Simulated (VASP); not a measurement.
Here is a VASP 6.6.1 calculation.

File INCAR:

```
SYSTEM = K
  PREC = Accurate
  ENCUT = 500
  EDIFF = 1E-6
  ISMEAR = -1
  SIGMA = 0.05
  LREAL = .FALSE.
  LASPH = .TRUE.
  NELM = 120
  ALGO = Normal
  ISIF = 2
  LWAVE = .FALSE.
  LCHARG = .TRUE.
  LELF = .TRUE.
  LVHAR = .TRUE.
  NBANDS = 10
  GGA_COMPAT = .FALSE.
```

Contents of KPOINTS:

```
regular mesh
0
G
  9 9 9
  0 0 0
```

Contents of POSCAR:

```
K
1.0
    4.1110264366      0.0000000000      0.0000000000
    0.0000000000      4.1110264366      0.0000000000
    0.0000000000      0.0000000000      4.1110264366
K
1
Direct
    0.0000000000      0.0000000000      0.0000000000
```

Potentials or basis: VASP PAW LDA potentials, release 64 (K_sv).

Run with:

```sh
$ cat potpaw_LDA.64/K_sv/POTCAR > POTCAR
$ mpirun -np 1 vasp_std > vasp.out
```

Problem. What does it give for the band gap on the k mesh?

Solution. Zero (an odd number of electrons rules out a gap without spin polarisation).

Problem. Estimate the pressure.

Solution. 0.0 GPa.
